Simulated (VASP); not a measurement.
Wanted: the native input for a VASP 6.6.1 run.

```
Task                   : single point
Functional             : r2SCAN
Potentials or basis    : VASP PAW PBE potentials, release 64 (K_sv, Ta_sv_GW, O)
Cutoff                 : 660 eV
k mesh                 : 6 × 6 × 6
Occupations            : gaussian, width 0.01 eV
Spin                   : no spin polarisation
Dipole correction      : no
Second run             : valence_matched
Further INCAR settings : ALGO = Normal; EDIFF = 1e-06; NBANDS = 28
```

KTaO3:

```
CELL_PARAMETERS angstrom
4.14974 0.00000 0.00000
0.00000 4.14974 0.00000
0.00000 0.00000 4.14974
ATOMIC_POSITIONS crystal
K 0.00000 0.00000 0.00000
Ta 0.50000 0.50000 0.50000
O 0.50000 0.50000 0.00000
O 0.50000 0.00000 0.50000
O 0.00000 0.50000 0.50000
```

This cell differs from its parent crystal: strain +4.0%.

The input as run:

POSCAR

```
KTaO3
1.0
    4.1497363471      0.0000000000      0.0000000000
    0.0000000000      4.1497363471      0.0000000000
    0.0000000000      0.0000000000      4.1497363471
K Ta O
1 1 3
Direct
    0.0000000000      0.0000000000      0.0000000000
    0.5000000000      0.5000000000      0.5000000000
    0.5000000000      0.5000000000      0.0000000000
    0.5000000000      0.0000000000      0.5000000000
    0.0000000000      0.5000000000      0.5000000000
```

INCAR.step1

```
  ALGO = Normal
  EDIFF = 1E-5
  ENCUT = 660
  GGA = PE
  GGA_COMPAT = False
  ISMEAR = 0
  LASPH = True
  LCHARG = False
  LREAL = False
  LWAVE = True
  NBANDS = 28
  NELM = 120
  PREC = Accurate
  SIGMA = 0.01
```

INCAR.step2

```
  ALGO = Normal
  EDIFF = 1E-6
  ENCUT = 660
  GGA_COMPAT = False
  ISIF = 2
  ISMEAR = 0
  ISTART = 1
  LASPH = True
  LCHARG = True
  LELF = True
  LMIXTAU = True
  LREAL = False
  LVHAR = True
  LWAVE = False
  METAGGA = R2SCAN
  NBANDS = 28
  NELM = 120
  PREC = Accurate
  SIGMA = 0.01
```

KPOINTS

```
k-points
0
Gamma
  6 6 6
```

Potentials or basis: VASP PAW PBE potentials, release 64 (K_sv, Ta_sv_GW, O).

Command:

```console
$ cat potpaw_PBE.64/K_sv/POTCAR potpaw_PBE.64/Ta_sv_GW/POTCAR potpaw_PBE.64/O/POTCAR > POTCAR
$ cp INCAR.step1 INCAR
$ mpirun -np 1 vasp_std > vasp.out
$ cp INCAR.step2 INCAR
$ mpirun -np 1 vasp_std > vasp.out
```

Results of the run:

* Pressure: -19.2 GPa
* Band gap on the k mesh: 2.29 eV, indirect (least direct gap 2.96 eV)

Caveat: the cell differs from its parent crystal (strain +4.0%); the PAW data sets were made with another functional, which shifts forces and pressure a little; spin-orbit coupling is left out, which moves the levels of the heavy elements.

Run time: 89 s on 1 thread of Intel(R) Xeon(R) 6975P-C (Granite Rapids), on a shared host, peak memory 0.24 GiB.
